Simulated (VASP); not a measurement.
Input of a VASP 6.6.1 run:

INCAR

```
PREC     = Accurate       # precision mode
ENCUT    = 520            # plane-wave cutoff, eV
EDIFF    = 1E-7           # SCF threshold, eV
ISMEAR   = -1             # smearing method
SIGMA    = 0.02           # smearing width, eV
LREAL    = False          # projectors in reciprocal space
LASPH    = True           # aspherical terms in the spheres
NELM     = 120            # most SCF steps
ALGO     = Normal         # electronic algorithm
ISIF     = 2              # what is computed and relaxed
LWAVE    = False          # write WAVECAR
LCHARG   = False          # write CHGCAR
GGA      = PE             # functional
IBRION   = 2              # ionic algorithm
NSW      = 80             # ionic steps
EDIFFG   = -0.02          # ionic threshold
GGA_COMPAT= False        
NELMIN   = 4
```

Contents of KPOINTS:

```
regular mesh
0
Gamma
  11 11 6
```

Contents of POSCAR:

```
ZnO
1.0
    3.1830671017      0.0000000000      0.0000000000
   -1.5915335508      2.7566169720      0.0000000000
    0.0000000000      0.0000000000      5.0975701925
Zn O
2 2
Direct
    0.3333333333      0.6666666667      0.0004799578
    0.6666666667      0.3333333333      0.5004799578
    0.3333333333      0.6666666667      0.3816200422
    0.6666666667      0.3333333333      0.8816200422
```

Potentials or basis: VASP PAW PBE potentials, release 64 (Zn, O).

The run is started by

```sh
$ cat potpaw_PBE.64/Zn/POTCAR potpaw_PBE.64/O/POTCAR > POTCAR
$ mpirun -np 1 vasp_std > vasp.out
```

Predict the band gap on the k mesh.

0.88 eV.

Stress tensor (GPa, compression positive):
```
16.79  0.00  0.00
 0.00 16.79  0.00
 0.00  0.00 17.43
```

Caveat: the relaxation stopped at its first step, so nothing moved.
